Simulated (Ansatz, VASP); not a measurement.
## MgI2: VASP beside Ansatz

INCAR

```
PREC = Accurate
ENCUT = 520
EDIFF = 1E-8
ISMEAR = -1
SIGMA = 0.05
LREAL = F
LASPH = T
NELM = 60
ALGO = Normal
ISIF = 2
LWAVE = F
LCHARG = F
GGA = PE
LEFG = T
NBANDS = 15
```

File KPOINTS:

```
regular mesh
0
Gamma
  10 10 5
```

POSCAR

```
MgI2
1.0
    4.2073279107      0.0000000000      0.0000000000
   -2.1036639553      3.6436528527      0.0000000000
    0.0000000000      0.0000000000      7.8497466096
Mg I
1 2
Direct
    0.0000000000      0.0000000000      0.0000000000
    0.3333333333      0.6666666667      0.2131901454
    0.6666666667      0.3333333333      0.7868098546
```

Input for Ansatz:

```yaml
crystal:
  lattice:
    - [4.2073279107, 0.0, 0.0]
    - [-2.1036639553, 3.6436528527, 0.0]
    - [0.0, 0.0, 7.8497466096]
  atoms:
    - { symbol: Mg, position: [0.0, 0.0, 0.0] }
    - { symbol: I, position: [0.3333333333, 0.6666666667, 0.2131901454] }
    - { symbol: I, position: [0.6666666667, 0.3333333333, 0.7868098546] }
kpoints:
  mp_grid: { grid: [10, 10, 5] }
  band_path:
    path:
      - [0.0, 0.0, 0.0]
      - [0.5, 0.0, 0.0]
      - [0.3333333333, 0.3333333333, 0.0]
      - [0.0, 0.0, 0.0]
      - [0.0, 0.0, 0.5]
      - [0.5, 0.0, 0.5]
      - [0.3333333333, 0.3333333333, 0.5]
      - [0.0, 0.0, 0.5]
      - [0.5, 0.0, 0.5]
    npoints: 8
scf:
  occupations: { method: fermi_dirac, width: 0.05 }
hamiltonian:
  xc: pbe
  pseudopotentials: { kind: all_electron, datasets: crystal }
output:
  forces: true
  stress: true
  eigenvalues: true
  efg: { contact_densities: true }
```

Alike in both runs: task electric field gradients; functional PBE; k mesh 10 × 10 × 5; occupations fermi-dirac, width 0.05 eV; no spin polarisation.

|  | VASP | Ansatz |
| --- | --- | --- |
| version | VASP 6.6.1 | Ansatz 0.2.0 |
| potentials or method | VASP PAW PBE potentials, release 64 (Mg, I), cutoff 520 eV | all-electron PAW with datasets made for the crystal, scalar-relativistic |

|  | VASP | Ansatz | Ansatz less VASP |
| --- | --- | --- | --- |
| gap on the k mesh at the Fermi level (eV) | 3.61 | 3.62 | +0.015 |
| pressure (GPa) | -0.1 | 0.0 | +0.05 |
| rms of the force components (eV/Å) | 0.006 | 0.001 | -0.0046 |
| size of Vzz on the site where it differs most (V/Å²) | 53.1 | 54.5 | +1.40 |

Atom by atom the forces differ by 0.005 eV/Å (rms over components). Ansatz ran all-electron here, and VASP with PAW potentials. Ansatz's warnings: printed levels off.

Neither program's run includes spin-orbit coupling.
